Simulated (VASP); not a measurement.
# ZnS (P1) in VASP: notebook

Runs on ZnS. Level: r2SCAN. Tasks: single point.

Program: VASP 6.6.1. These are calculated values, not measurements. Logs are shortened: lines on timing, memory, paths and dates and some standing lists are left out, and cuts for length are marked.

### 1 The cell of the first run

The typed cell holds 4 atoms: a = 3.811 Å, b = 3.811 Å, c = 6.234 Å, α = 90.00°, β = 90.00°, γ = 120.00°.

### 2 Single point, r2SCAN (atom 1 (Zn) moved by (-0.600, +0.300) A along x and z)

Input file POSCAR:

```
ZnS
1.0
    3.8109987816      0.0000000000      0.0000000000
   -1.9054993908      3.3004217586      0.0000000000
    0.0000000000      0.0000000000      6.2340000000
Zn S
2 2
Direct
    0.1758942906      0.6666666667      0.0481231954
    0.6666666667      0.3333333333      0.5000000000
    0.3333333333      0.6666666667      0.3850000000
    0.6666666667      0.3333333333      0.8850000000
```

Input file INCAR.step1:

```
SYSTEM = ZnS
  ALGO = Normal
  EDIFF = 1E-4
  ENCUT = 520
  GGA = PE
  ISMEAR = 0
  LASPH = .TRUE.
  LCHARG = .FALSE.
  LREAL = .FALSE.
  LWAVE = .TRUE.
  NBANDS = 26
  NELM = 100
  PREC = Accurate
  SIGMA = 0.05
```

Input file INCAR.step2:

```
SYSTEM = ZnS
  ALGO = Normal
  EDIFF = 1E-6
  ENCUT = 520
  ISIF = 2
  ISMEAR = 0
  ISTART = 1
  LASPH = .TRUE.
  LCHARG = .FALSE.
  LMIXTAU = .TRUE.
  LREAL = .FALSE.
  LWAVE = .FALSE.
  METAGGA = R2SCAN
  NBANDS = 26
  NELM = 100
  PREC = Accurate
  SIGMA = 0.05
```

Input file KPOINTS:

```
k-points
0
G
  6 6 4
  0 0 0
```

Potentials or basis: VASP PAW PBE potentials, release 64 (Zn, S).

On the command line:

```console
> cat potpaw_PBE.64/Zn/POTCAR potpaw_PBE.64/S/POTCAR > POTCAR
> cp INCAR.step1 INCAR
> mpirun -np 1 vasp_std > vasp.out
> cp INCAR.step2 INCAR
> mpirun -np 1 vasp_std > vasp.out
```

OUTCAR:

```text
SYSTEM = ZnS
   EDIFF = 1E-6
   ENCUT = 520
   ISIF = 2
   ISMEAR = 0
   ISTART = 1
   LASPH = .TRUE.
   LREAL = .FALSE.
   METAGGA = R2SCAN
   NELM = 100
   PREC = Accurate

 ion  position               nearest neighbor table
   1  0.176  0.667  0.048-   4 1.99   3 2.18   4 2.50   4 2.92
   2  0.667  0.333  0.500-   3 2.31   3 2.31   3 2.31   4 2.40
   3  0.333  0.667  0.385-   1 2.18   2 2.31   2 2.31   2 2.31
   4  0.667  0.333  0.885-   1 1.99   2 2.40   1 2.50   1 2.92

  LATTYP: Found a hexagonal cell.
 ALAT       =     3.8109987816
 C/A-ratio  =     1.6357916539

  Lattice vectors:

 A1 = (   3.8109987816,   0.0000000000,   0.0000000000)
 A2 = (  -1.9054993908,   3.3004217586,   0.0000000000)
 A3 = (   0.0000000000,   0.0000000000,   6.2340000000)

Analysis of symmetry for initial positions (statically):
=====================================================================
 Subroutine PRICEL returns:
 Original cell was already a primitive cell.

 Routine SETGRP: Setting up the symmetry group for a
 hexagonal supercell.

 Subroutine GETGRP returns: Found  1 space group operations
 (whereof  1 operations were pure point group operations)
 out of a pool of 24 trial point group operations.

The static configuration has the point symmetry C_1 .

Analysis of symmetry for dynamics (positions and initial velocities):
=====================================================================
 Subroutine PRICEL returns:
 Original cell was already a primitive cell.

 Routine SETGRP: Setting up the symmetry group for a
 hexagonal supercell.

 Subroutine GETGRP returns: Found  1 space group operations
 (whereof  1 operations were pure point group operations)
 out of a pool of 24 trial point group operations.

The dynamic configuration has the point symmetry C_1 .

 Subroutine INISYM returns: Found  1 space group operations
 (whereof  1 operations are pure point group operations),
 and found     1 'primitive' translations

----------------------------------------------------------------------------------------

                                     Primitive cell

  volume of cell :      78.4106

  direct lattice vectors                    reciprocal lattice vectors
     3.810998782  0.000000000  0.000000000     0.262398405  0.151495789  0.000000000
    -1.905499391  3.300421759  0.000000000     0.000000000  0.302991579  0.000000000
     0.000000000  0.000000000  6.234000000     0.000000000  0.000000000  0.160410651

  length of vectors
     3.810998782  3.810998782  6.234000000     0.302991579  0.302991579  0.160410651

  position of ions in fractional coordinates (direct lattice)
     0.175894291  0.666666667  0.048123195
     0.666666667  0.333333333  0.500000000
     0.333333333  0.666666667  0.385000000
     0.666666667  0.333333333  0.885000000

  ion indices of the primitive-cell ions
   primitive index   ion index
                 1           1
                 2           2
                 3           3
                 4           4

----------------------------------------------------------------------------------------

 KPOINTS: k-points

Automatic generation of k-mesh.
 Grid dimensions read from file:
 generate k-points for:    6    6    4

 Generating k-lattice:

  Cartesian coordinates                     Fractional coordinates (reciprocal lattice)
     0.043733067  0.025249298  0.000000000     0.166666667  0.000000000  0.000000000
     0.000000000  0.050498596  0.000000000     0.000000000  0.166666667  0.000000000
     0.000000000  0.000000000  0.040102663     0.000000000  0.000000000  0.250000000

  Length of vectors
     0.050498596  0.050498596  0.040102663

  Shift w.r.t. Gamma in fractional coordinates (k-lattice)
     0.000000000  0.000000000  0.000000000

 Subroutine IBZKPT returns following result:
 ===========================================

 Found     76 irreducible k-points:

 Following reciprocal coordinates:
            Coordinates               Weight
  0.000000  0.000000  0.000000      1.000000
  0.166667  0.000000  0.000000      2.000000
  0.000000  0.166667  0.000000      2.000000
 -0.166667  0.166667  0.000000      2.000000
  0.333333  0.000000  0.000000      2.000000
  0.000000  0.333333  0.000000      2.000000
[... 16 lines left out ...]
  0.000000  0.166667  0.250000      2.000000
 -0.166667  0.166667  0.250000      2.000000
 [... further k-points ...]
   k-points           NKPTS =     76   k-points in BZ     NKDIM =     76   number of bands    NBANDS=     26
   number of dos      NEDOS =    301   number of ions     NIONS =      4
   total plane-waves  NPLWV =  37632
   dimension x,y,z NGX =    28 NGY =   28 NGZ =   48
   dimension x,y,z NGXF=    56 NGYF=   56 NGZF=   96
   ions per type =               2   2
   NGX,Y,Z   is equivalent  to a cutoff of  12.21, 12.21, 12.80 a.u.
   NGXF,Y,Z  is equivalent  to a cutoff of  24.43, 24.43, 25.60 a.u.
 SYSTEM =  ZnS
   PREC   = accura    normal or accurate (medium, high low for compatibility)
   ISTART =      1    job   : 0-new  1-cont  2-samecut
   ICHARG =      0    charge: 1-file 2-atom 10-const
   ISPIN  =      1    spin polarized calculation?
   LNONCOLLINEAR =      F non collinear calculations
   LSORBIT =      F    spin-orbit coupling
   LASPH  =      T    aspherical Exc in radial PAW
   ENCUT  =  520.0 eV  38.22 Ry    6.18 a.u.   7.09  7.09 11.59*2*pi/ulx,y,z
   NELM   =    100;   NELMIN=  2; NELMDL=  0     # of ELM steps
   EDIFF  = 0.1E-05   stopping-criterion for ELM
   LREAL  =      F    real-space projection
   EDIFFG = 0.1E-04   stopping-criterion for IOM
   NSW    =      0    number of steps for IOM
   IBRION =     -1    ionic relax: 0-MD 1-quasi-New 2-CG
   NFREE  =      0    steps in history (QN), initial steepest desc. (CG)
   ISIF   =      2    stress and relaxation
   ISYM   =      2    0-nonsym 1-usesym 2-fastsym
   POTIM  = 0.5000    time-step for ionic-motion
   TEBEG  =    0.0;   TEEND  =   0.0 temperature during run
   PSTRESS=    0.0 pullay stress
   NELECT =      36.0000    total number of electrons
   NUPDOWN=      -1.0000    fix difference up-down
   EMIN   =  10.00;   EMAX   =-10.00  energy-range for DOS
   EFERMI =   0.00;   METHOD = LEGACY
   ISMEAR =     0;   SIGMA  =   0.05  broadening in eV -4-tet -1-fermi 0-gaus
   EFERMI_NEDOS =   21; number of points for ismear=-14 and -15
   IALGO  =     38    algorithm
   IMIX   =      4    mixing-type and parameters
     AMIX     =   0.40;   BMIX     =  1.00
     AMIX_MAG =   1.60;   BMIX_MAG =  1.00
  volume/ion in A,a.u.               =      19.60       132.29
  Fermi-wavevector in a.u.,A,eV,Ry     =   1.262944  2.386617 21.701656  1.595027
  Thomas-Fermi vector in A             =   2.396326
   LORBIT       =      0    0 simple, 1 ext, 2 COOP (PROOUT), +10 PAW based schemes
   METAGGA = R2SCAN    functional components
   LHFCALC =     F    Hartree Fock is set to
   AEXX    =    0.0000 exact exchange contribution
   IVDW    =     0    specifies the selected vdW correction
   LEPSILON=     F    determine dielectric tensor
   LRPA    =     F    only Hartree local field effects (RPA)
 non-spin polarized calculation
 Gauss-broadening in eV      SIGMA  =   0.05
  energy-cutoff  :      520.00
  volume of cell :       78.41
 maximum number of plane-waves:      2133
   NGX = 15   NGY = 15   NGZ = 23

 number of electron      35.9999989 magnetization

 Free energy of the ion-electron system (eV)
  ---------------------------------------------------
  ext. energy  EPLUGINS =         0.00000000
  ---------------------------------------------------
  free energy    TOTEN  =       -36.72024869 eV

  energy without entropy =      -36.72024869  energy(sigma->0) =      -36.72024869

 E-fermi :   2.5903     XC(G=0): -10.2909

 val. band max:        2.3204205766   @ k =   0.0000   0.0000   0.0000
 cond. band min:       4.4782584708   @ k =   0.0000   0.0000   0.0000
 fundamental gap:      2.1578378942
 Fermi energy:         2.5903068282

 k-point     1 :       0.0000    0.0000    0.0000
  band No.  band energies     occupation
      1     -12.2300      2.00000
      2     -10.7622      2.00000
      3      -5.1101      2.00000
      4      -5.1014      2.00000
      5      -4.9428      2.00000
      6      -4.8614      2.00000
[... 18 lines left out ...]
     25      11.1090      0.00000
     26      11.6892      0.00000

 k-point     2 :       0.1667    0.0000    0.0000
  band No.  band energies     occupation
      1     -12.0535      2.00000
      2     -10.6599      2.00000
      3      -5.1106      2.00000
      4      -5.0820      2.00000
      5      -4.9002      2.00000
      6      -4.8259      2.00000
[... 18 lines left out ...]
     25      10.6631      0.00000
     26      11.1835      0.00000

 k-point     3 :       0.0000    0.1667    0.0000
  band No.  band energies     occupation
      1     -12.0601      2.00000
      2     -10.6568      2.00000
      3      -5.1154      2.00000
      4      -5.0596      2.00000
      5      -4.9041      2.00000
      6      -4.8261      2.00000
[... 18 lines left out ...]
     25      10.6828      0.00000
     26      10.9944      0.00000

 k-point     4 :      -0.1667    0.1667    0.0000
  band No.  band energies     occupation
      1     -12.0625      2.00000
      2     -10.6726      2.00000
      3      -5.0889      2.00000
      4      -5.0638      2.00000
      5      -4.9484      2.00000
      6      -4.8285      2.00000
[... 18 lines left out ...]
     25      10.9841      0.00000
     26      11.0924      0.00000
[... 496 lines left out ...]
      1     -11.9833      2.00000
      2     -10.7722      2.00000
      3      -5.1390      2.00000
      4      -5.0743      2.00000
      5      -4.9185      2.00000
      6      -4.8190      2.00000
[... 18 lines left out ...]
     25      10.6464      0.00000
     26      11.2669      0.00000

 k-point    23 :       0.0000    0.1667    0.2500
  band No.  band energies     occupation
      1     -11.9936      2.00000
      2     -10.7633      2.00000
      3      -5.1194      2.00000
      4      -5.0662      2.00000
      5      -4.9265      2.00000
      6      -4.8306      2.00000
[... 18 lines left out ...]
     25      10.6185      0.00000
     26      11.2383      0.00000

 k-point    24 :      -0.1667    0.1667    0.2500
  band No.  band energies     occupation
      1     -12.0038      2.00000
      2     -10.7642      2.00000
      3      -5.0927      2.00000
      4      -5.0478      2.00000
      5      -4.9600      2.00000
      6      -4.8546      2.00000
[... 18 lines left out ...]
     25      11.2553      0.00000
     26      11.3641      0.00000

 [... further k-points ...]

------------------------ aborting loop because EDIFF is reached ----------------------------------------

  FORCE on cell =-STRESS in cart. coord.  units (eV):
  Direction    XX          YY          ZZ          XY          YZ          ZX
  --------------------------------------------------------------------------------------
  -------------------------------------------------------------------------------------
  Total        3.4564485      1.7473009      2.7107364      2.3228814      2.3650949      2.9173607
  in kB       70.6261649     35.7028784     55.3889108     47.4638076     48.3263619     59.6108984
  external PRESSURE =      53.9059847 kB  Pullay stress =       0.0000000 kB

 VOLUME and BASIS-vectors are now :
 -----------------------------------------------------------------------------
  energy-cutoff  :      520.00
  volume of cell :       78.41
      direct lattice vectors                 reciprocal lattice vectors
     3.810998782  0.000000000  0.000000000     0.262398405  0.151495789  0.000000000
    -1.905499391  3.300421759  0.000000000     0.000000000  0.302991579  0.000000000
     0.000000000  0.000000000  6.234000000     0.000000000  0.000000000  0.160410651

 POSITION                                       TOTAL-FORCE (eV/Angst)
 -----------------------------------------------------------------------------------
     -0.60000      2.20028      0.30000         2.912769      2.288844      0.113796
      1.90550      1.10014      3.11700         0.098908     -0.033752      0.948475
     -0.00000      2.20028      2.40009         0.026434      0.134548      0.724898
      1.90550      1.10014      5.51709        -3.038110     -2.389640     -1.787169
 -----------------------------------------------------------------------------------
    total drift:                               -0.006341     -0.012293      0.012287

  FREE ENERGIE OF THE ION-ELECTRON SYSTEM (eV)
  ---------------------------------------------------
  free  energy   TOTEN  =       -36.7202486924 eV

  energy  without entropy=      -36.7202486924  energy(sigma->0) =      -36.72024869
```

Run time: 16 min. Hardware: 1 thread of AMD EPYC, shared host; peak memory 0.25 GiB.

Results:

```yaml
Free_energy: -36.7202 eV
Pressure: 5.4 GPa
Largest_force: 4.258 eV/Å
Band_gap_on_the_k_mesh: 2.16 eV
```

Forces on the atoms (eV/Å):
```
Zn   2.913  2.289  0.114
Zn   0.099 -0.034  0.948
S    0.026  0.135  0.725
S   -3.038 -2.390 -1.787
```

Levels at points of the mesh, in eV from the valence-band top:
```tsv
k point	band 14	band 15	band 16	band 17	band 18	band 19	band 20	band 21	band 22	band 23
(0.00, 0.00, 0.00)	-1.80	-1.44	-0.89	-0.24	0.00	2.16	3.45	6.14	6.51	6.77
(0.50, 0.00, 0.00)	-4.48	-3.68	-2.81	-2.70	-0.81	3.44	4.70	5.18	6.85	7.52
(0.00, 0.50, 0.00)	-4.47	-3.83	-2.70	-2.44	-0.68	3.08	4.51	4.79	6.97	7.55
(0.50, 0.50, 0.00)	-4.32	-3.27	-2.95	-2.01	-0.93	3.16	4.14	4.73	6.73	7.57
(0.00, 0.00, 0.50)	-3.16	-1.44	-1.41	-0.81	-0.01	3.17	4.39	5.93	6.29	6.62
(0.50, 0.00, 0.50)	-4.98	-2.69	-2.51	-1.93	-1.09	3.00	3.77	5.00	6.09	8.55
(0.00, 0.50, 0.50)	-4.80	-2.80	-2.57	-1.96	-0.85	3.02	3.76	4.86	5.41	8.65
(0.50, 0.50, 0.50)	-4.34	-2.67	-2.32	-1.86	-1.22	2.94	3.58	4.72	5.47	8.75
```

Caveat: the cell differs from its parent crystal (atom 1 (Zn) moved by (-0.600, +0.300) A along x and z); the cell stands under pressure; the PAW data sets were made with another functional, which shifts forces and pressure a little.

### 3 Single point, r2SCAN (atom 1 (Zn) moved by (-0.300, -0.600) A along x and z)

POSCAR, as its differences from that of step 2:

```diff
@@ -8,3 +8,3 @@
 Direct
-    0.1758942906      0.6666666667      0.0481231954
+    0.2546138120      0.6666666667     -0.0962463908
     0.6666666667      0.3333333333      0.5000000000
```

Input file INCAR.step1:

```
  ALGO = Normal
  EDIFF = 1E-4
  ENCUT = 520
  GGA = PE
  ISMEAR = 0
  LASPH = T
  LCHARG = F
  LREAL = F
  LWAVE = T
  NBANDS = 26
  NELM = 60
  PREC = Accurate
  SIGMA = 0.05
```

Input file INCAR.step2:

```
  ALGO = Normal
  EDIFF = 1E-7
  ENCUT = 520
  ISIF = 2
  ISMEAR = 0
  ISTART = 1
  LASPH = T
  LCHARG = T
  LELF = T
  LMIXTAU = T
  LREAL = F
  LVHAR = T
  LWAVE = F
  METAGGA = R2SCAN
  NBANDS = 26
  NELM = 60
  PREC = Accurate
  SIGMA = 0.05
```

Input file KPOINTS:

```
k-points
0
Gamma
  6 6 4
```

Potentials or basis: VASP PAW PBE potentials, release 64 (Zn, S).

On the command line:

```console
> cat potpaw_PBE.64/Zn/POTCAR potpaw_PBE.64/S/POTCAR > POTCAR
> cp INCAR.step1 INCAR
> mpirun -np 1 vasp_std > vasp.out
> cp INCAR.step2 INCAR
> mpirun -np 1 vasp_std > vasp.out
```

Wall time 17 min (1 thread of AMD EPYC, shared host); peak memory 0.25 GiB.

The run converged. Its results:

```
Free energy            : -36.4556 eV
Pressure               : 6.6 GPa
Largest force          : 5.049 eV/Å
Band gap on the k mesh : 2.14 eV
```

Forces in eV/Å, atoms in the order of the input:
```
Zn   4.503  2.014  1.076
Zn  -0.029 -0.004 -0.609
S   -0.051  0.018 -0.114
S   -4.424 -2.028 -0.354
```

Stress tensor (GPa, compression positive):
```
11.81  9.38  0.93
 9.38  7.89  0.48
 0.93  0.48  0.11
```

Levels at points of the mesh, in eV from the valence-band top:
| k point | band 14 | band 15 | band 16 | band 17 | band 18 | band 19 | band 20 | band 21 | band 22 | band 23 |
| --- | --- | --- | --- | --- | --- | --- | --- | --- | --- | --- |
| (0.00, 0.00, 0.00) | -2.23 | -1.08 | -0.25 | -0.06 | 0.00 | 2.14 | 3.33 | 5.42 | 6.78 | 7.59 |
| (0.50, 0.00, 0.00) | -4.49 | -3.23 | -2.87 | -1.52 | -1.22 | 3.43 | 4.77 | 4.88 | 7.29 | 8.06 |
| (0.00, 0.50, 0.00) | -4.51 | -3.13 | -2.96 | -1.36 | -1.21 | 2.93 | 4.73 | 4.96 | 7.35 | 8.12 |
| (0.50, 0.50, 0.00) | -4.49 | -3.37 | -3.27 | -1.27 | -1.24 | 2.63 | 4.76 | 5.25 | 7.58 | 8.04 |
| (0.00, 0.00, 0.50) | -2.19 | -1.99 | -0.98 | -0.13 | -0.10 | 2.83 | 4.19 | 5.38 | 6.85 | 6.96 |
| (0.50, 0.00, 0.50) | -4.87 | -3.12 | -1.85 | -1.40 | -0.98 | 3.36 | 3.84 | 4.79 | 5.38 | 9.25 |
| (0.00, 0.50, 0.50) | -4.87 | -2.90 | -1.93 | -1.40 | -1.00 | 3.23 | 3.73 | 4.73 | 5.43 | 9.18 |
| (0.50, 0.50, 0.50) | -4.90 | -3.24 | -2.08 | -1.41 | -1.00 | 2.91 | 4.14 | 4.68 | 5.50 | 9.15 |

Caveat: the cell differs from its parent crystal (atom 1 (Zn) moved by (-0.300, -0.600) A along x and z); the cell stands under pressure; the PAW data sets were made with another functional, which shifts forces and pressure a little.

(Continued in part 2 of 2.)
